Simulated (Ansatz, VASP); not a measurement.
# PbS in VASP and in Ansatz

```
Pb S
1.0
     2.07995   -5.99130    0.00000
     2.07995    5.99130    0.00000
     0.00000    0.00000    4.27932
Pb S
2 2
Cartesian
  2.0800 -4.4268 3.2095
  2.0800 4.4268 1.0698
  2.0800 -1.7399 3.2095
  2.0800 1.7399 1.0698
```

Alike in both runs: task single point; functional PBE; k mesh 6 × 6 × 6; occupations fermi-dirac, width 0.02 eV; no spin polarisation.

|  | VASP | Ansatz |
| --- | --- | --- |
| version | VASP 6.6.1 | Ansatz 0.2.0 |
| potentials or method | VASP PAW PBE potentials, release 64 (Pb_d, S), cutoff 520 eV | plane waves, PAW |
| valence electrons in the cell | 40 | 40 |

VASP gave:

| Property | Result |
| --- | --- |
| pressure (GPa) | 1.0 |
| traceless stress, the component that is largest in VASP (GPa) | 0.29 |

Question: Estimate Ansatz's values.

Answer: Pressure (GPa): 1.1; traceless stress, the component that is largest in VASP (GPa): 0.31.

Spin-orbit coupling is off throughout.
